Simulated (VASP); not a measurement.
## Sn: single point with PBEsol

The system is Sn.

```xyz
1
Lattice="-1.8460 1.8460 1.8460 1.8460 -1.8460 1.8460 1.8460 1.8460 -1.8460" Properties=species:S:1:pos:R:3 pbc="T T T"
Sn    0.0000    0.0000    0.0000
```

* Program: VASP 6.6.1
* Task: single point
* Functional: PBEsol
* Potentials or basis: VASP PAW PBE potentials, release 64 (Sn_d)
* Cutoff: 520 eV
* k mesh: 11 × 11 × 11
* Occupations: fermi-dirac, width 0.1 eV
* Spin: no spin polarisation
* Dipole correction: no
* Further INCAR settings: ALGO = Normal; EDIFF = 1e-06; NBANDS = 13

* Pressure: 2.7 GPa
* Band gap on the k mesh: zero (band 7 reaches 17.59 eV, above the bottom of band 8 at 6.26 eV)

Levels at points of the mesh, in eV from the Fermi level:
| k point | band 4 | band 5 | band 6 | band 7 | band 8 | band 9 | band 10 | band 11 |
| --- | --- | --- | --- | --- | --- | --- | --- | --- |
| (0.00, 0.00, 0.00) | -21.31 | -21.31 | -11.68 | 8.70 | 8.70 | 8.70 | 12.28 | 12.28 |

Wall time 19 s on 1 thread of AMD EPYC 7R43 64-Core Processor (Zen 3), with other jobs on the host, peak memory 0.11 GiB.

Caveat: the PAW data sets were made with another functional, which shifts forces and pressure a little; spin-orbit coupling is left out, which moves the levels of the heavy elements.
